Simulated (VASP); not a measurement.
The system is SnO2.

```
CELL_PARAMETERS angstrom
-2.02613 2.02613 5.18140
2.02613 -2.02613 5.18140
2.02613 2.02613 -5.18140
ATOMIC_POSITIONS crystal
Sn 0.75000 0.25000 0.50000
Sn 0.00000 0.00000 0.00000
O 0.79759 0.79759 0.00000
O 0.95241 0.45241 0.50000
O 0.20241 0.20241 0.00000
O 0.54759 0.04759 0.50000
```

| Item | Value |
| --- | --- |
| Program | VASP 6.6.1 |
| Task | relaxation of cell and atoms |
| Functional | PBEsol |
| Potentials or basis | VASP PAW PBE potentials, release 64 (Sn_d, O) |
| Cutoff | 600 eV |
| k mesh | 8 × 8 × 8 |
| Occupations | fermi-dirac, width 0.02 eV |
| Spin | no spin polarisation |

At the start: pressure -4.4 GPa; volume 14.18 Å³/atom.

How do energy, volume and symmetry change on relaxing?

Over 13 steps the energy falls by 5.6 meV/atom and the volume is 13.77 Å³/atom (-2.9 %); space group I4_1/amd (No. 141, to 0.1 Å) before and after.

Step by step:
```tsv
step	energy change (eV)	largest force (eV/Å)	pressure (GPa)	volume (Å³)
1	0.0000	0.0996	-4.44	85.08
2	0.0152	0.3774	5.83	80.33
3	-0.0321	0.1033	-0.13	82.88
4	-0.0321	0.1075	-0.04	82.84
5	-0.0337	0.0107	0.08	82.63
6	-0.0337	0.0173	0.05	82.65
7	-0.0338	0.0092	-0.06	82.69
8	-0.0338	0.0030	-0.14	82.73
9	-0.0338	0.0040	-0.08	82.70
10	-0.0339	0.0066	0.02	82.65
11	-0.0339	0.0064	0.02	82.64
12	-0.0339	0.0067	0.03	82.64
13	-0.0339	0.0033	0.00	82.64
```

Final structure:
```
CELL_PARAMETERS angstrom
-2.00681 2.00681 5.13021
2.00681 -2.00681 5.13021
2.00681 2.00681 -5.13021
ATOMIC_POSITIONS crystal
Sn 0.75000 0.25000 0.50000
Sn 0.00000 0.00000 0.00000
O 0.79709 0.79709 0.00000
O 0.95291 0.45291 0.50000
O 0.20291 0.20291 0.00000
O 0.54709 0.04709 0.50000
```

Caveat: the PAW data sets were made with another functional, which shifts forces and pressure a little.
